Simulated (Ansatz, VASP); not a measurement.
## One calculation of Mo4C, two programs

```
Mo C
1.0
     3.11118    0.00000    0.00000
     0.00000    3.11118    0.00000
     0.00000    0.00000   21.50982
Mo C
4 1
Direct
  0.50000 0.50000 0.18596
  0.00000 0.00000 0.25828
  0.50000 0.50000 0.33251
  0.00000 0.00000 0.39562
  0.12500 0.12500 0.50953
```

Alike in both runs: task single point; functional LDA; k mesh 9 × 9 × 1; occupations gaussian, width 0.1 eV; no spin polarisation.

|  | VASP | Ansatz |
| --- | --- | --- |
| version | VASP 6.6.1 | Ansatz 0.2.0 |
| potentials or method | VASP PAW LDA potentials, release 64 (Mo_sv, C), cutoff 520 eV | scalar-relativistic, plane waves, PAW |
| valence electrons in the cell | 60 | 60 |

```tsv
	VASP	Ansatz	Ansatz less VASP
gap on the k mesh at the Fermi level (eV)	none	none	-
rms of the force components (eV/Å)	1.494	1.486	-0.0082
```

LDA's correlation is that of Perdew and Zunger in VASP and of Perdew and Wang (1992) in Ansatz. Atom by atom the forces differ by 0.028 eV/Å (rms over components). A gap of «none» marks a metal or a gap that the smearing closes.
